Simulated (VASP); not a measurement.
Here is a VASP 6.6.1 calculation.

The input INCAR:

```
  PREC = Accurate
  ENCUT = 520
  EDIFF = 1E-7
  ISMEAR = 0
  SIGMA = 0.15
  LREAL = F
  LASPH = T
  NELM = 80
  ALGO = Fast
  ISIF = 2
  LWAVE = F
  LCHARG = F
  GGA = PS
  NBANDS = 10
```

File KPOINTS:

```
Automatic mesh
0
Gamma
  24 24 14
```

The input POSCAR:

```
Al
1.0
    2.8999457155      0.0000000000      0.0000000000
   -1.4499728577      2.5114266592      0.0000000000
    0.0000000000      0.0000000000      4.6373174459
Al
2
Direct
    0.6666666667      0.3333333333      0.7500000000
    0.3333333333      0.6666666667      0.2500000000
```

Potentials or basis: VASP PAW PBE potentials, release 64 (Al).

Launch:

```sh
$ cat potpaw_PBE.64/Al/POTCAR > POTCAR
$ mpirun -np 1 vasp_std > vasp.out
```

Estimate the band gap on the k mesh.

zero (band 3 reaches 12.17 eV, above the bottom of band 4 at 4.48 eV).

Estimate the pressure.

-2.4 GPa.

Stress tensor (GPa, compression positive):
```
-3.01  0.00  0.00
 0.00 -3.01  0.00
 0.00  0.00 -1.20
```

Caveat: the cell differs from its parent crystal (strain +0.0175 x Voigt [1, 1, 0, 0, 0, 0]); the PAW data sets were made with another functional, which shifts forces and pressure a little.
